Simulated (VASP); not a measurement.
Here is a VASP 6.6.1 calculation.

The input INCAR:

```
SYSTEM = Li2S
  ALGO = Normal
  EDIFF = 1E-6
  ENCUT = 750
  GGA = PE
  GGA_COMPAT = .FALSE.
  ISIF = 2
  ISMEAR = 0
  LASPH = .TRUE.
  LCHARG = .FALSE.
  LREAL = .FALSE.
  LWAVE = .FALSE.
  NBANDS = 13
  NELM = 120
  PREC = Accurate
  SIGMA = 0.01
```

The input KPOINTS:

```
k-points
0
G
  4 4 4
  0 0 0
```

File POSCAR:

```
Li2S
1.0
    0.0000000000      2.9371420259      2.9371420259
    2.9371420259      0.0000000000      2.9371420259
    2.9371420259      2.9371420259      0.0000000000
Li S
2 1
Direct
    0.7500000000      0.7500000000      0.7500000000
    0.2500000000      0.2500000000      0.2500000000
    0.0000000000      0.0000000000      0.0000000000
```

Potentials or basis: VASP PAW PBE potentials, release 64 (Li_sv, S).

The run is started by

```console
$ cat potpaw_PBE.64/Li_sv/POTCAR potpaw_PBE.64/S/POTCAR > POTCAR
$ mpirun -np 1 vasp_std > vasp.out
```

What does it give for the pressure?

-3.1 GPa.

What does it give for the band gap on the k mesh?

3.43 eV, indirect (least direct gap 3.82 eV).

Caveat: the k points lie up to 0.46 Å⁻¹ apart. A k mesh can miss the band edges.
